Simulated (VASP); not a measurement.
Input of a VASP 6.6.1 run:

The input INCAR:

```
SYSTEM = BaTiO3
PREC = Accurate
ENCUT = 520
EDIFF = 1E-7
ISMEAR = -1
SIGMA = 0.05
LREAL = .FALSE.
LASPH = .TRUE.
NELM = 100
ALGO = Normal
ISIF = 2
LWAVE = .FALSE.
LCHARG = .TRUE.
GGA = PS
LELF = .TRUE.
LVHAR = .TRUE.
NBANDS = 28
```

Contents of KPOINTS:

```
regular mesh
0
G
  7 7 7
  0 0 0
```

File POSCAR:

```
BaTiO3
1.0
    3.8070290766      0.0000000000      0.0000000000
    0.0000000000      3.8070290766      0.0000000000
    0.0000000000      0.0000000000      3.8070290766
Ba Ti O
1 1 3
Direct
    0.5000000000      0.5000000000      0.5000000000
    0.0000000000      0.0000000000      0.0000000000
    0.0000000000      0.0000000000      0.5000000000
    0.0000000000      0.5000000000      0.0000000000
    0.5000000000      0.0000000000      0.0000000000
```

Potentials or basis: VASP PAW PBE potentials, release 64 (Ba_sv, Ti_sv, O).

Launch:

```sh
$ cat potpaw_PBE.64/Ba_sv/POTCAR potpaw_PBE.64/Ti_sv/POTCAR potpaw_PBE.64/O/POTCAR > POTCAR
$ mpirun -np 1 vasp_std > vasp.out
```

Problem. Estimate the pressure.

Solution. 33.2 GPa.

Problem. Predict the band gap on the k mesh.

Solution. 1.92 eV, direct.

Caveat: the PAW data sets were made with another functional, which shifts forces and pressure a little; spin-orbit coupling is left out, which moves the levels of the heavy elements. Expect the measured gap to be larger: semilocal functionals such as PBEsol lack the derivative discontinuity.
